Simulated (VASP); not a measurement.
# SbP (rocksalt type) (Fm-3m) in VASP: a series of runs

SbP (rocksalt type) is run at these levels: PBE; tasks: density of states, electric field gradients.

Program: VASP 6.6.1. These are calculated values, not measurements. Logs are shortened: lines on timing, memory, paths and dates and some standing lists are left out, and cuts for length are marked.

## Step 1: The cell of the first run

The structure is cubic, space group Fm-3m (No. 225). The conventional cell has a = 5.635 Å, b = 5.635 Å, c = 5.635 Å, α = 90.00°, β = 90.00°, γ = 90.00°. Sb (site symmetry m-3m) has 6 P at 2.82 Å within 3.7 Å. P (site symmetry m-3m) has 6 Sb at 2.82 Å within 3.7 Å.

## Step 2: Density of states, PBE

POSCAR

```
SbP
1.0
    0.0000000000      2.8177321290      2.8177321290
    2.8177321290      0.0000000000      2.8177321290
    2.8177321290      2.8177321290      0.0000000000
Sb P
1 1
Direct
    0.0000000000      0.0000000000      0.0000000000
    0.5000000000      0.5000000000      0.5000000000
```

INCAR.step1

```
PREC = Accurate ; ENCUT = 520
EDIFF = 1E-6 ; ISMEAR = -1
SIGMA = 0.05 ; LREAL = F
LASPH = T ; NELM = 80
ALGO = Normal ; ISIF = 2
LWAVE = F ; LCHARG = T
GGA = PE ; NBANDS = 12
```

KPOINTS.step1

```
regular mesh
0
Gamma
  11 11 11
```

INCAR.step2

```
PREC = Accurate ; ENCUT = 520
EDIFF = 1E-6 ; ISMEAR = -5
SIGMA = 0.05 ; LREAL = F
LASPH = T ; NELM = 80
ALGO = Normal ; ISIF = 2
LWAVE = F ; LCHARG = F
GGA = PE ; LORBIT = 10
NEDOS = 1001 ; ICHARG = 11
```

KPOINTS.step2

```
regular mesh
0
Gamma
  17 17 17
```

Potentials or basis: VASP PAW PBE potentials, release 64 (Sb, P).

The run is started by

```console
> cat potpaw_PBE.64/Sb/POTCAR potpaw_PBE.64/P/POTCAR > POTCAR
> cp INCAR.step1 INCAR
> cp KPOINTS.step1 KPOINTS
> mpirun -np 1 vasp_std > vasp.out
> cp INCAR.step2 INCAR
> cp KPOINTS.step2 KPOINTS
> mpirun -np 1 vasp_std > vasp.out
```

OUTCAR:

```text
PREC = Accurate
   ENCUT = 520
   EDIFF = 1E-6
   ISMEAR = -5
   LREAL = F
   LASPH = T
   NELM = 80
   ISIF = 2
   GGA = PE
   LORBIT = 10
   ICHARG = 11

 ion  position               nearest neighbor table
   1  0.000  0.000  0.000-   2 2.82   2 2.82   2 2.82   2 2.82   2 2.82   2 2.82
   2  0.500  0.500  0.500-   1 2.82   1 2.82   1 2.82   1 2.82   1 2.82   1 2.82

  LATTYP: Found a face centered cubic cell.
 ALAT       =     5.6354642580

  Lattice vectors:

 A1 = (   0.0000000000,   2.8177321290,   2.8177321290)
 A2 = (   2.8177321290,   0.0000000000,   2.8177321290)
 A3 = (   2.8177321290,   2.8177321290,   0.0000000000)

Analysis of symmetry for initial positions (statically):
=====================================================================
 Subroutine PRICEL returns:
 Original cell was already a primitive cell.

 Routine SETGRP: Setting up the symmetry group for a
 face centered cubic supercell.

 Subroutine GETGRP returns: Found 48 space group operations
 (whereof 48 operations were pure point group operations)
 out of a pool of 48 trial point group operations.

The static configuration has the point symmetry O_h .

Analysis of symmetry for dynamics (positions and initial velocities):
=====================================================================
 Subroutine PRICEL returns:
 Original cell was already a primitive cell.

 Routine SETGRP: Setting up the symmetry group for a
 face centered cubic supercell.

 Subroutine GETGRP returns: Found 48 space group operations
 (whereof 48 operations were pure point group operations)
 out of a pool of 48 trial point group operations.

The dynamic configuration has the point symmetry O_h .

 Subroutine INISYM returns: Found 48 space group operations
 (whereof 48 operations are pure point group operations),
 and found     1 'primitive' translations

----------------------------------------------------------------------------------------

                                     Primitive cell

  volume of cell :      44.7434

  direct lattice vectors                    reciprocal lattice vectors
     0.000000000  2.817732129  2.817732129    -0.177447670  0.177447670  0.177447670
     2.817732129  0.000000000  2.817732129     0.177447670 -0.177447670  0.177447670
     2.817732129  2.817732129  0.000000000     0.177447670  0.177447670 -0.177447670

  length of vectors
     3.984874992  3.984874992  3.984874992     0.307348380  0.307348380  0.307348380

  position of ions in fractional coordinates (direct lattice)
     0.000000000  0.000000000  0.000000000
     0.500000000  0.500000000  0.500000000

  ion indices of the primitive-cell ions
   primitive index   ion index
                 1           1
                 2           2

----------------------------------------------------------------------------------------

 KPOINTS: regular mesh

Automatic generation of k-mesh.
 Grid dimensions read from file:
 generate k-points for:   17   17   17

 Generating k-lattice:

  Cartesian coordinates                     Fractional coordinates (reciprocal lattice)
    -0.010438098  0.010438098  0.010438098     0.058823529  0.000000000  0.000000000
     0.010438098 -0.010438098  0.010438098     0.000000000  0.058823529  0.000000000
     0.010438098  0.010438098 -0.010438098     0.000000000  0.000000000  0.058823529

  Length of vectors
     0.018079316  0.018079316  0.018079316

  Shift w.r.t. Gamma in fractional coordinates (k-lattice)
     0.000000000  0.000000000  0.000000000

 TETIRR: Found    693 inequivalent tetrahedra from    29478

 Subroutine IBZKPT returns following result:
 ===========================================

 Found    165 irreducible k-points:

 Following reciprocal coordinates:
            Coordinates               Weight
  0.000000  0.000000  0.000000      1.000000
  0.058824  0.000000  0.000000      8.000000
  0.117647  0.000000  0.000000      8.000000
  0.176471  0.000000  0.000000      8.000000
  0.235294  0.000000  0.000000      8.000000
  0.294118  0.000000  0.000000      8.000000
[... 16 lines left out ...]
 -0.176471  0.058824  0.000000     24.000000
 -0.117647  0.058824  0.000000     24.000000
 [... further k-points ...]
   k-points           NKPTS =    165   k-points in BZ     NKDIM =    165   number of bands    NBANDS=      9
   number of dos      NEDOS =   1001   number of ions     NIONS =      2
   total plane-waves  NPLWV =  27000
   dimension x,y,z NGX =    30 NGY =   30 NGZ =   30
   dimension x,y,z NGXF=    60 NGYF=   60 NGZF=   60
   ions per type =               1   1
   NGX,Y,Z   is equivalent  to a cutoff of  12.52, 12.52, 12.52 a.u.
   NGXF,Y,Z  is equivalent  to a cutoff of  25.03, 25.03, 25.03 a.u.
 SYSTEM =  unknown system
   PREC   = accura    normal or accurate (medium, high low for compatibility)
   ISTART =      0    job   : 0-new  1-cont  2-samecut
   ICHARG =     11    charge: 1-file 2-atom 10-const
   ISPIN  =      1    spin polarized calculation?
   LNONCOLLINEAR =      F non collinear calculations
   LSORBIT =      F    spin-orbit coupling
   LASPH  =      T    aspherical Exc in radial PAW
   ENCUT  =  520.0 eV  38.22 Ry    6.18 a.u.   7.41  7.41  7.41*2*pi/ulx,y,z
   NELM   =     80;   NELMIN=  2; NELMDL=  0     # of ELM steps
   EDIFF  = 0.1E-05   stopping-criterion for ELM
   LREAL  =      F    real-space projection
   EDIFFG = 0.1E-04   stopping-criterion for IOM
   NSW    =      0    number of steps for IOM
   IBRION =     -1    ionic relax: 0-MD 1-quasi-New 2-CG
   NFREE  =      0    steps in history (QN), initial steepest desc. (CG)
   ISIF   =      2    stress and relaxation
   ISYM   =      2    0-nonsym 1-usesym 2-fastsym
   POTIM  = 0.5000    time-step for ionic-motion
   TEBEG  =    0.0;   TEEND  =   0.0 temperature during run
   PSTRESS=    0.0 pullay stress
   NELECT =      10.0000    total number of electrons
   NUPDOWN=      -1.0000    fix difference up-down
   EMIN   =  10.00;   EMAX   =-10.00  energy-range for DOS
   EFERMI =   0.00;   METHOD = LEGACY
   ISMEAR =    -5;   SIGMA  =   0.05  broadening in eV -4-tet -1-fermi 0-gaus
   EFERMI_NEDOS =   21; number of points for ismear=-14 and -15
   IALGO  =     38    algorithm
   IMIX   =      4    mixing-type and parameters
     AMIX     =   0.40;   BMIX     =  1.00
     AMIX_MAG =   1.60;   BMIX_MAG =  1.00
  volume/ion in A,a.u.               =      22.37       150.97
  Fermi-wavevector in a.u.,A,eV,Ry     =   0.993494  1.877431 13.429355  0.987030
  Thomas-Fermi vector in A             =   2.125379
   LORBIT       =     10    0 simple, 1 ext, 2 COOP (PROOUT), +10 PAW based schemes
   GGA     = PE    functional components
   LHFCALC =     F    Hartree Fock is set to
   AEXX    =    0.0000 exact exchange contribution
   IVDW    =     0    specifies the selected vdW correction
   LEPSILON=     F    determine dielectric tensor
   LRPA    =     F    only Hartree local field effects (RPA)
 non-spin polarized calculation
 Fermi weights with tetrahedron method with Bloechl corrections
  energy-cutoff  :      520.00
  volume of cell :       44.74
 maximum number of plane-waves:      1243
 NGX is ok and might be reduce to    30

 number of electron      10.0000001 magnetization

 Free energy of the ion-electron system (eV)
  ---------------------------------------------------
  ext. energy  EPLUGINS =         0.00000000
  ---------------------------------------------------
  free energy    TOTEN  =        -9.26650230 eV

  energy without entropy =       -9.26650230  energy(sigma->0) =       -9.26650230

 E-fermi :   7.9198     XC(G=0): -10.1982

 val. band max:        7.9770662078   @ k =  -0.1765   0.1176   0.0000
 cond. band min:       7.8925020902   @ k =  -0.4706   0.1176   0.0588
 fundamental gap:     -0.0845641176
 Fermi energy:         7.9198022315

 k-point     1 :       0.0000    0.0000    0.0000
  band No.  band energies     occupation
      1      -5.9046      2.00000
      2       3.9102      2.00000
      3       5.9396      2.00000
      4       5.9396      2.00000
      5       5.9396      2.00000
      6      11.9057      0.00000
      7      11.9057      0.00000
      8      11.9058      0.00000
      9      12.9315      0.00000

 k-point     2 :       0.0588    0.0000    0.0000
  band No.  band energies     occupation
      1      -5.8597      2.00000
      2       3.5820      2.00000
      3       5.9441      2.00000
      4       5.9441      2.00000
      5       6.1776      2.00000
      6      11.6168      0.00000
      7      11.6169      0.00000
      8      11.6972      0.00000
      9      13.0245      0.00000

 k-point     3 :       0.1176    0.0000    0.0000
  band No.  band energies     occupation
      1      -5.7249      2.00000
      2       2.8605      2.00000
      3       5.9603      2.00000
      4       5.9603      2.00000
      5       6.6289      2.00000
      6      10.9918      0.00000
      7      10.9918      0.00000
      8      11.2374      0.00000
      9      13.0676      0.00000

 k-point     4 :       0.1765    0.0000    0.0000
  band No.  band energies     occupation
      1      -5.5011      2.00000
      2       1.9993      2.00000
      3       5.9953      2.00000
      4       5.9953      2.00000
      5       7.0465      2.00000
      6      10.2857      0.00000
      7      10.2857      0.00000
      8      10.7113      0.00000
      9      13.3053      0.00000
[... 205 lines left out ...]
 k-point    22 :      -0.2353    0.0588    0.0000
  band No.  band energies     occupation
      1      -5.0279      2.00000
      2       0.7742      2.00000
      3       5.4181      2.00000
      4       6.4728      2.00000
      5       7.7436      1.97296
      6       8.8269      0.00000
      7       9.1772      0.00000
      8      10.8103      0.00000
      9      13.5903      0.00000

 k-point    23 :      -0.1765    0.0588    0.0000
  band No.  band energies     occupation
      1      -5.3677      2.00000
      2       1.6515      2.00000
      3       5.4484      2.00000
      4       6.3325      2.00000
      5       7.4362      2.02975
      6       9.4967      0.00000
      7       9.8132      0.00000
      8      11.2524      0.00000
      9      13.2198      0.00000

 k-point    24 :      -0.1176    0.0588    0.0000
  band No.  band energies     occupation
      1      -5.6205      2.00000
      2       2.4787      2.00000
      3       5.5462      2.00000
      4       6.1977      2.00000
      5       7.0305      2.00000
      6      10.2291      0.00000
      7      10.4853      0.00000
      8      11.6332      0.00000
      9      13.1639      0.00000

 [... further k-points ...]

------------------------ aborting loop because EDIFF is reached ----------------------------------------

  FORCE on cell =-STRESS in cart. coord.  units (eV):
  Direction    XX          YY          ZZ          XY          YZ          ZX
  --------------------------------------------------------------------------------------
  -------------------------------------------------------------------------------------
  Total        0.0358766      0.0358766      0.0358766      0.0000000     -0.0000000      0.0000000
  in kB        1.2846751      1.2846751      1.2846751      0.0000000     -0.0000000      0.0000000
  external PRESSURE =       1.2846751 kB  Pullay stress =       0.0000000 kB

 VOLUME and BASIS-vectors are now :
 -----------------------------------------------------------------------------
  energy-cutoff  :      520.00
  volume of cell :       44.74
      direct lattice vectors                 reciprocal lattice vectors
     0.000000000  2.817732129  2.817732129    -0.177447670  0.177447670  0.177447670
     2.817732129  0.000000000  2.817732129     0.177447670 -0.177447670  0.177447670
     2.817732129  2.817732129  0.000000000     0.177447670  0.177447670 -0.177447670

 POSITION                                       TOTAL-FORCE (eV/Angst)
 -----------------------------------------------------------------------------------
      0.00000      0.00000      0.00000         0.000000     -0.000000      0.000000
      2.81773      2.81773      2.81773        -0.000000      0.000000     -0.000000
 -----------------------------------------------------------------------------------
    total drift:                               -0.000000     -0.000000      0.000000

  FREE ENERGIE OF THE ION-ELECTRON SYSTEM (eV)
  ---------------------------------------------------
  free  energy   TOTEN  =        -9.2665023004 eV

  energy  without entropy=       -9.2665023004  energy(sigma->0) =       -9.26650230

 total charge

# of ion       s       p       d       tot
------------------------------------------
    1        1.246   1.012   0.061   2.319
    2        1.089   1.343   0.000   2.432
--------------------------------------------------
tot          2.335   2.355   0.061   4.751
```

It took 51 s on 1 thread of Intel Xeon Platinum 8375C at 2.90GHz (Ice Lake), shared host; peak memory 0.22 GiB.

Results:

| Property | Result |
| --- | --- |
| Valence electrons inside the program's atomic spheres | Sb 2.32; P 2.43 |

Caveat: spin-orbit coupling is left out, which moves the levels of the heavy elements; tetrahedron occupations give inexact forces and stress in metals.

(Part 1 of 3 ends here.)
